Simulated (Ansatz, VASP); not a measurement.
**Two plane-wave programs on RbBr**

```
Rb Br
1.0
     0.00000    3.50834    3.50834
     3.50834    0.00000    3.50834
     3.50834    3.50834    0.00000
Rb Br
1 1
Cartesian
  3.5083 3.5083 3.5083
  0.0000 0.0000 0.0000
```

Alike in both runs: task single point; functional HSE06; k mesh 4 × 4 × 4; occupations gaussian, width 0.05 eV; no spin polarisation.

|  | VASP | Ansatz |
| --- | --- | --- |
| version | VASP 6.6.1 | Ansatz 0.2.0 |
| potentials or method | VASP PAW PBE potentials, release 64 (Rb_sv, Br), cutoff 520 eV | scalar-relativistic, plane waves, PAW |
| valence electrons in the cell | 16 | 16 |

Ansatz gave:

- gap on the k mesh at the Fermi level (eV): 5.34
- least direct gap on the mesh (eV): 5.34
- pressure (GPa): -0.2

Q: What did VASP give for the same quantities?

A: gap on the k mesh at the Fermi level (eV): 5.33; least direct gap on the mesh (eV): 5.33; pressure (GPa): -0.2.

Ansatz's warnings: stress exchange threshold loose, stress scf threshold loose.
